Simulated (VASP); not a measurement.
# K3Cd2Se4O12 (a cell with a defect) in VASP: notebook

Runs on K3Cd2Se4O12 (a cell with a defect). Level: LDA. Tasks: single point.

Program: VASP 6.6.1. These are calculated values, not measurements. Logs are shortened: lines on timing, memory, paths and dates and some standing lists are left out, and cuts for length are marked.

**1. The cell of the first run**

The cell holds a defect, 21 atoms: a = 5.710 Å, b = 11.420 Å, c = 7.137 Å, α = 113.58°, β = 90.00°, γ = 120.00°.

**2. Single point, LDA**

The input, INCAR:

```
ALGO = Normal ; EDIFF = 1E-6
ENCUT = 520 ; ISIF = 2
ISMEAR = -1 ; LASPH = True
LCHARG = True ; LELF = True
LREAL = Auto ; LVHAR = True
LWAVE = False ; NBANDS = 90
NELM = 80 ; PREC = Accurate
SIGMA = 0.05
```

The input, KPOINTS:

```
k-points
0
Gamma
  3 2 2
```

The input, POSCAR:

```
K3Cd2Se4O12
1.0
    5.7101419900     -0.0000000100     -0.0000005900
   -5.7101420000      9.8902560300     -0.0000011700
   -0.0000006500     -3.2967501300      6.3302155900
K Cd Se O
3 2 4 12
Direct
    0.8403256887      0.3310834850      0.4414839974
    0.1313727900      0.1319070390      0.5548577583
    1.1188527175      0.7342469823      0.5391644993
   -0.0164789520      0.0002656402      0.0014718283
    0.0145573713      0.5018760759     -0.0039190457
    0.6305333737      0.1470974819      0.8981037791
    0.3657599773      0.3616302940      0.1148822862
    0.6401434214      0.6294064572      0.8982060774
    0.3659566168      0.8713569962      0.0978041311
    0.7844426074      0.0502625252      0.7924386540
    0.6992952414      0.2527069595      0.7667758924
    0.2823207246      0.0133586717      0.7879728757
    0.1957216722      0.4497817039      0.2167265273
    0.7132920065      0.4962966765      0.2157413096
    0.3025533363      0.2535568035      0.2408910808
    0.8401276323      0.5629445924      0.7836845497
    0.6749022198      0.7457043954      0.7949399510
    0.3059577129      0.4753514843      0.7826358623
    0.1713864912      0.9423305175      0.2065443404
    0.7007472445      1.0238682542      0.2222716733
    0.3189319146      0.7534918372      0.2023068648
```

Potentials or basis: VASP PAW LDA potentials, release 64 (K_sv, Cd, Se, O).

Started as:

```console
$ cat potpaw_LDA.64/K_sv/POTCAR potpaw_LDA.64/Cd/POTCAR potpaw_LDA.64/Se/POTCAR potpaw_LDA.64/O/POTCAR > POTCAR
$ mpirun -np 1 vasp_std > vasp.out
```

OUTCAR:

```text
EDIFF = 1E-6
   ENCUT = 520
   ISIF = 2
   ISMEAR = -1
   LASPH = True
   LREAL = Auto
   NELM = 80
   PREC = Accurate

 ion  position               nearest neighbor table
   1  0.840  0.331  0.441-  13 2.74  11 2.79  16 2.79  18 2.85  20 2.86   5 3.51   2 3.72   3 3.78
                             2 3.81
   2  0.131  0.132  0.555-  10 2.66  19 2.67  20 2.80  12 2.88   4 3.54   1 3.72   1 3.81
   3  0.119  0.734  0.539-  12 2.58  14 2.60  21 2.70   5 3.55   1 3.78
   4  0.984  0.000  0.001-  10 2.27  17 2.28  12 2.28  19 2.28  20 2.29  15 2.32   9 3.27   7 3.28
                             2 3.54
   5  0.015  0.502  0.996-  21 2.25  11 2.27  13 2.30  18 2.31  16 2.31  14 2.32   6 3.25   1 3.51
                             3 3.55
   6  0.631  0.147  0.898-  10 1.69  12 1.70  11 1.71   5 3.25
   7  0.366  0.362  0.115-  13 1.70  14 1.70  15 1.70   4 3.28
   8  0.640  0.629  0.898-  17 1.69  18 1.70  16 1.71
   9  0.366  0.871  0.098-  21 1.70  19 1.70  20 1.71   4 3.27
  10  0.784  0.050  0.792-   6 1.69   4 2.27   2 2.66
  11  0.699  0.253  0.767-   6 1.71   5 2.27   1 2.79
  12  0.282  0.013  0.788-   6 1.70   4 2.28   3 2.58   2 2.88
  13  0.196  0.450  0.217-   7 1.70   5 2.30   1 2.74
  14  0.713  0.496  0.216-   7 1.70   5 2.32   3 2.60
  15  0.303  0.254  0.241-   7 1.70   4 2.32
  16  0.840  0.563  0.784-   8 1.71   5 2.31   1 2.79
  17  0.675  0.746  0.795-   8 1.69   4 2.28
  18  0.306  0.475  0.783-   8 1.70   5 2.31   1 2.85
  19  0.171  0.942  0.207-   9 1.70   4 2.28   2 2.67
  20  0.701  0.024  0.222-   9 1.71   4 2.29   2 2.80   1 2.86
  21  0.319  0.753  0.202-   9 1.70   5 2.25   3 2.70

  LATTYP: Found a simple monoclinic cell.
 ALAT       =     7.1372397210
 B/A-ratio  =     0.8000490684
 C/A-ratio  =     1.2806556133
 COS(beta)  =    -0.2810448283

  Lattice vectors:

 A1 = (  -0.0000006500,  -3.2967501300,   6.3302155900)
 A2 = (  -5.7101419900,   0.0000000100,   0.0000005900)
 A3 = (   0.0000006600,  -6.5935058900,  -6.3302138300)

Analysis of symmetry for initial positions (statically):
=====================================================================
 Subroutine PRICEL returns:
 Original cell was already a primitive cell.

 Routine SETGRP: Setting up the symmetry group for a
 simple monoclinic supercell.

 Subroutine GETGRP returns: Found  1 space group operations
 (whereof  1 operations were pure point group operations)
 out of a pool of  4 trial point group operations.

The static configuration has the point symmetry C_1 .

Analysis of symmetry for dynamics (positions and initial velocities):
=====================================================================
 Subroutine PRICEL returns:
 Original cell was already a primitive cell.

 Routine SETGRP: Setting up the symmetry group for a
 simple monoclinic supercell.

 Subroutine GETGRP returns: Found  1 space group operations
 (whereof  1 operations were pure point group operations)
 out of a pool of  4 trial point group operations.

The dynamic configuration has the point symmetry C_1 .

 Subroutine INISYM returns: Found  1 space group operations
 (whereof  1 operations are pure point group operations),
 and found     1 'primitive' translations

----------------------------------------------------------------------------------------

                                     Primitive cell

  volume of cell :     357.4974

  direct lattice vectors                    reciprocal lattice vectors
     5.710141990 -0.000000010 -0.000000590     0.175126999  0.101109627  0.052657494
    -5.710142000  9.890256030 -0.000001170     0.000000006  0.101109627  0.052657476
    -0.000000650 -3.296750130  6.330215590     0.000000016  0.000000028  0.157972517

  length of vectors
     5.710141990 11.420283972  7.137239721     0.208962758  0.113999852  0.157972517

  position of ions in fractional coordinates (direct lattice)
     0.840325689  0.331083485  0.441483997
     0.131372790  0.131907039  0.554857758
     0.118852717  0.734246982  0.539164499
     0.983521048  0.000265640  0.001471828
     0.014557371  0.501876076  0.996080954
     0.630533374  0.147097482  0.898103779
[... 13 lines left out ...]
     0.700747245  0.023868254  0.222271673
     0.318931915  0.753491837  0.202306865

  ion indices of the primitive-cell ions
[... 53 lines left out ...]
|     Your reciprocal lattice and k-lattice belong to different lattice       |
|     classes:                                                                |
|                                                                             |
|        The reciprocal lattice is simple monoclinic,                         |
|        whereas your k-lattice is triclinic.                                 |
|                                                                             |
|     Results are often still useful ...                                      |
|                                                                             |
 -----------------------------------------------------------------------------

 WARNING: IBZKPT: internal override: KBLOWUP is changed to .FALSE.
      ... skipping the blow-up phase ...

 Subroutine IBZKPT returns following result:
 ===========================================

 Found      8 irreducible k-points:

 Following reciprocal coordinates:
            Coordinates               Weight
  0.000000  0.000000  0.000000      1.000000
  0.333333  0.000000  0.000000      2.000000
  0.000000  0.500000  0.000000      1.000000
  0.333333  0.500000  0.000000      2.000000
  0.000000 -0.000000  0.500000      1.000000
  0.333333 -0.000000  0.500000      2.000000
  0.000000  0.500000  0.500000      1.000000
  0.333333  0.500000  0.500000      2.000000
   k-points           NKPTS =      8   k-points in BZ     NKDIM =      8   number of bands    NBANDS=     90
   number of dos      NEDOS =    301   number of ions     NIONS =     21
   total plane-waves  NPLWV = 204120
   dimension x,y,z NGX =    42 NGY =   90 NGZ =   54
   dimension x,y,z NGXF=    84 NGYF=  180 NGZF=  108
   ions per type =               3   2   4  12
   NGX,Y,Z   is equivalent  to a cutoff of  12.23, 13.10, 12.58 a.u.
   NGXF,Y,Z  is equivalent  to a cutoff of  24.46, 26.20, 25.16 a.u.
 SYSTEM =  unknown system
   PREC   = accura    normal or accurate (medium, high low for compatibility)
   ISTART =      0    job   : 0-new  1-cont  2-samecut
   ICHARG =      2    charge: 1-file 2-atom 10-const
   ISPIN  =      1    spin polarized calculation?
   LNONCOLLINEAR =      F non collinear calculations
   LSORBIT =      F    spin-orbit coupling
   LASPH  =      T    aspherical Exc in radial PAW
   ENCUT  =  520.0 eV  38.22 Ry    6.18 a.u.  10.62 21.23 13.27*2*pi/ulx,y,z
   NELM   =     80;   NELMIN=  2; NELMDL= -5     # of ELM steps
   EDIFF  = 0.1E-05   stopping-criterion for ELM
   LREAL  =      T    real-space projection
   EDIFFG = 0.1E-04   stopping-criterion for IOM
   NSW    =      0    number of steps for IOM
   IBRION =     -1    ionic relax: 0-MD 1-quasi-New 2-CG
   NFREE  =      0    steps in history (QN), initial steepest desc. (CG)
   ISIF   =      2    stress and relaxation
   ISYM   =      2    0-nonsym 1-usesym 2-fastsym
   POTIM  = 0.5000    time-step for ionic-motion
   TEBEG  =    0.0;   TEEND  =   0.0 temperature during run
   PSTRESS=    0.0 pullay stress
   NELECT =     147.0000    total number of electrons
   NUPDOWN=      -1.0000    fix difference up-down
   EMIN   =  10.00;   EMAX   =-10.00  energy-range for DOS
   EFERMI =   0.00;   METHOD = LEGACY
   ISMEAR =    -1;   SIGMA  =   0.05  broadening in eV -4-tet -1-fermi 0-gaus
   EFERMI_NEDOS =   21; number of points for ismear=-14 and -15
   IALGO  =     38    algorithm
   IMIX   =      4    mixing-type and parameters
     AMIX     =   0.40;   BMIX     =  1.00
     AMIX_MAG =   1.60;   BMIX_MAG =  1.00
  volume/ion in A,a.u.               =      17.02       114.88
  Fermi-wavevector in a.u.,A,eV,Ry     =   1.217371  2.300498 20.163729  1.481992
  Thomas-Fermi vector in A             =   2.352694
   LORBIT       =      0    0 simple, 1 ext, 2 COOP (PROOUT), +10 PAW based schemes
   GGA     = CA    functional components
   LHFCALC =     F    Hartree Fock is set to
   AEXX    =    0.0000 exact exchange contribution
   IVDW    =     0    specifies the selected vdW correction
   LEPSILON=     F    determine dielectric tensor
   LRPA    =     F    only Hartree local field effects (RPA)
 non-spin polarized calculation
  energy-cutoff  :      520.00
  volume of cell :      357.50
 maximum number of plane-waves:      9652
 NGX is ok and might be reduce to    42
   NGX = 21   NGY = 43   NGZ = 27

 number of electron     147.0000007 magnetization

 Free energy of the ion-electron system (eV)
  ---------------------------------------------------
  ext. energy  EPLUGINS =         0.00000000
  ---------------------------------------------------
  free energy    TOTEN  =      -115.45307221 eV

  energy without entropy =     -115.34494508  energy(sigma->0) =     -115.39900865

 E-fermi :  -0.0837     XC(G=0):  -9.5314

 val. band max:       -0.0929168596   @ k =   0.3333   0.0000   0.0000
 cond. band min:      -0.0770639962   @ k =   0.0000   0.5000   0.0000
 fundamental gap:      0.0158528634
 Fermi energy:        -0.0836767026

 k-point     1 :       0.0000    0.0000    0.0000
  band No.  band energies     occupation
      1     -27.4011      2.00000
      2     -27.3014      2.00000
      3     -27.2548      2.00000
      4     -20.1816      2.00000
      5     -20.0438      2.00000
      6     -19.9507      2.00000
[... 693 lines left out ...]
     84       6.4213      0.00000
     85       6.5088      0.00000
 [bands above 85 left out]

------------------------ aborting loop because EDIFF is reached ----------------------------------------

  FORCE on cell =-STRESS in cart. coord.  units (eV):
  Direction    XX          YY          ZZ          XY          YZ          ZX
  --------------------------------------------------------------------------------------
  -------------------------------------------------------------------------------------
  Total       -2.9905987     -2.2029311     -2.7579825     -0.1729734      0.7739238     -0.3164069
  in kB      -13.4028087     -9.8727602    -12.3603049     -0.7752056      3.4684536     -1.4180240
  external PRESSURE =     -11.8786246 kB  Pullay stress =       0.0000000 kB

 VOLUME and BASIS-vectors are now :
 -----------------------------------------------------------------------------
  energy-cutoff  :      520.00
  volume of cell :      357.50
      direct lattice vectors                 reciprocal lattice vectors
     5.710141990 -0.000000010 -0.000000590     0.175126999  0.101109627  0.052657494
    -5.710142000  9.890256030 -0.000001170     0.000000006  0.101109627  0.052657476
    -0.000000650 -3.296750130  6.330215590     0.000000016  0.000000028  0.157972517

 POSITION                                       TOTAL-FORCE (eV/Angst)
 -----------------------------------------------------------------------------------
      2.90785      1.81904      2.79469        -0.003651     -0.019032      0.002333
     -0.00305     -0.52463      3.51237         0.000669     -0.012399      0.000698
     -3.51399      5.48440      3.41303         0.096842     -0.039709      0.032490
      5.61453     -0.00223      0.00932        -0.002224      0.011539     -0.008453
     -2.78266      1.67985      6.30541        -0.012347     -0.001616      0.003586
      2.76049     -1.50599      5.68519        -0.030707      0.018955      0.304108
[... 13 lines left out ...]
      3.86507     -0.49671      1.40703         0.092223      0.125460      0.142358
     -2.48140      6.78527      1.28064         0.066600     -0.130286      0.126378
 -----------------------------------------------------------------------------------
    total drift:                               -0.004313     -0.002321     -0.007170

  FREE ENERGIE OF THE ION-ELECTRON SYSTEM (eV)
  ---------------------------------------------------
  free  energy   TOTEN  =      -115.4530722100 eV

  energy  without entropy=     -115.3449450802  energy(sigma->0) =     -115.39900865
```

It took 4.4 min on 1 thread of AMD EPYC 9R45 (Zen 5), shared host; peak memory 0.43 GiB.

What came out:

```
Free energy            : -115.4531 eV
Pressure               : -1.2 GPa
Largest force          : 0.306 eV/Å
Band gap on the k mesh : zero (an odd number of electrons rules out a gap without spin polarisation)
```

Forces on the atoms (eV/Å):
```
K   -0.004 -0.019  0.002
K    0.001 -0.012  0.001
K    0.097 -0.040  0.032
Cd  -0.002  0.012 -0.008
Cd  -0.012 -0.002  0.004
Se  -0.031  0.019  0.304
Se   0.024 -0.015 -0.285
Se   0.012 -0.016  0.290
Se   0.012  0.015 -0.298
O    0.153 -0.068 -0.139
O   -0.049  0.139 -0.141
O   -0.116 -0.097 -0.128
O   -0.196  0.066  0.134
O    0.097  0.118  0.107
O    0.041 -0.145  0.134
O    0.154 -0.010 -0.125
O   -0.092  0.165 -0.137
O   -0.093 -0.136 -0.132
O   -0.155  0.031  0.117
O    0.092  0.125  0.142
O    0.067 -0.130  0.126
```

Levels at points of the mesh, in eV from the Fermi level:
```tsv
k point	band 72	band 73	band 74	band 75	band 76	band 77
(0.00, 0.00, 0.00)	-0.29	-0.15	-0.08	3.92	4.53	4.84
(0.00, 0.50, 0.00)	-0.28	-0.10	0.01	4.31	4.38	4.81
(0.00, 0.00, 0.50)	-0.28	-0.07	-0.02	4.22	4.41	4.61
(0.00, 0.50, 0.50)	-0.21	-0.07	-0.02	4.44	4.54	4.80
```

Caveat: the k points lie up to 0.46 Å⁻¹ apart, too coarse for converged energies and pressures of a metal; an odd number of electrons without spin polarisation forces a metal; a magnetic or distorted state may lie lower.

**3. Single point, LDA**

The input, INCAR:

```
SYSTEM = K3Cd2Se4O12
ALGO = Normal ; EDIFF = 1E-6
ENCUT = 520 ; ISIF = 2
ISMEAR = -1 ; LASPH = .True.
LCHARG = .True. ; LELF = .True.
LREAL = Auto ; LVHAR = .True.
LWAVE = .False. ; NBANDS = 90
NELM = 100 ; PREC = Accurate
SIGMA = 0.05
```

The input, KPOINTS:

```
k-points
0
Gamma
  3 2 2
  0 0 0
```

The input, POSCAR:

```
K3Cd2Se4O12
1.0
    5.7101419900     -0.0000000100     -0.0000005900
   -5.7101420000      9.8902560300     -0.0000011700
   -0.0000006500     -3.2967501300      6.3302155900
K Cd Se O
3 2 4 12
Direct
    0.8307399056      0.3281908803      0.4440014458
    0.1253567374      0.1184691053      0.5478797939
    1.2718927892      0.7384380397      0.5496328782
   -0.0129567737     -0.0006907035     -0.0041265591
    0.0040112162      0.4999650819      0.0026995269
    0.6268469083      0.1407846372      0.8968720660
    0.3760616257      0.3709711940      0.1296904733
    0.6279589849      0.6290385389      0.9029932749
    0.3666211653      0.8689648791      0.0894736087
    0.7775384560      0.0427606665      0.7824472071
    0.6921085761      0.2507937175      0.7727128140
    0.2808970427      0.0034387042      0.7831908881
    0.2128358893      0.4627440079      0.2372289925
    0.7249807573      0.5002064594      0.2339364263
    0.2987235646      0.2533353484      0.2415804724
    0.8299887642      0.5636408304      0.7920479292
    0.6520973772      0.7438515707      0.7999770597
    0.2945365227      0.4741111260      0.7886031143
    0.1700839718      0.9384832286      0.1982972271
    0.7004266033      1.0224648036      0.2153553209
    0.3271831560      0.7519832522      0.1938802961
```

Potentials or basis: VASP PAW LDA potentials, release 64 (K_sv, Cd, Se, O).

Started as:

```console
$ cat potpaw_LDA.64/K_sv/POTCAR potpaw_LDA.64/Cd/POTCAR potpaw_LDA.64/Se/POTCAR potpaw_LDA.64/O/POTCAR > POTCAR
$ mpirun -np 1 vasp_std > vasp.out
```

It took 4.6 min on 1 thread of AMD EPYC 9R45 (Zen 5), shared host; peak memory 0.43 GiB.

Results (log left out):

```yaml
Free_energy: -115.5438 eV
Pressure: -1.5 GPa
Largest_force: 0.307 eV/Å
Band_gap_on_the_k_mesh: zero (an odd number of electrons rules out a gap without spin polarisation)
```

Forces in eV/Å, atoms in the order of the input:
```
K   -0.006 -0.001 -0.001
K   -0.003  0.013  0.002
K   -0.004 -0.014  0.002
Cd   0.000  0.004  0.001
Cd  -0.003 -0.006  0.006
Se  -0.009  0.024  0.306
Se   0.002  0.004 -0.290
Se   0.011 -0.021  0.294
Se   0.010  0.011 -0.295
O    0.148 -0.055 -0.127
O   -0.040  0.141 -0.147
O   -0.108 -0.106 -0.129
O   -0.166  0.058  0.118
O    0.136  0.112  0.127
O    0.036 -0.169  0.130
O    0.175 -0.010 -0.124
O   -0.081  0.161 -0.117
O   -0.095 -0.143 -0.134
O   -0.167  0.011  0.120
O    0.092  0.130  0.137
O    0.072 -0.143  0.122
```

Stress tensor (GPa, compression positive):
```
-1.59  0.32 -0.31
 0.32 -1.37 -0.16
-0.31 -0.16 -1.50
```

Levels at points of the mesh, in eV from the Fermi level:
```
           k point  band 70  band 71  band 72  band 73  band 74  band 75  band 76  band 77  band 78  band 79
(0.00, 0.00, 0.00)    -0.42    -0.34    -0.27    -0.17    -0.07     3.90     4.48     4.78     4.94     5.09
(0.00, 0.50, 0.00)    -0.39    -0.30    -0.29    -0.10    -0.01     4.24     4.38     4.74     5.09     5.17
(0.00, 0.00, 0.50)    -0.45    -0.32    -0.30    -0.07    -0.02     4.19     4.41     4.58     4.75     5.04
(0.00, 0.50, 0.50)    -0.35    -0.31    -0.24    -0.08     0.01     4.38     4.57     4.76     5.05     5.13
```

Caveat: the k points lie up to 0.46 Å⁻¹ apart, too coarse for converged energies and pressures of a metal; an odd number of electrons without spin polarisation forces a metal; a magnetic or distorted state may lie lower.

(Part 1 of 2 ends here.)
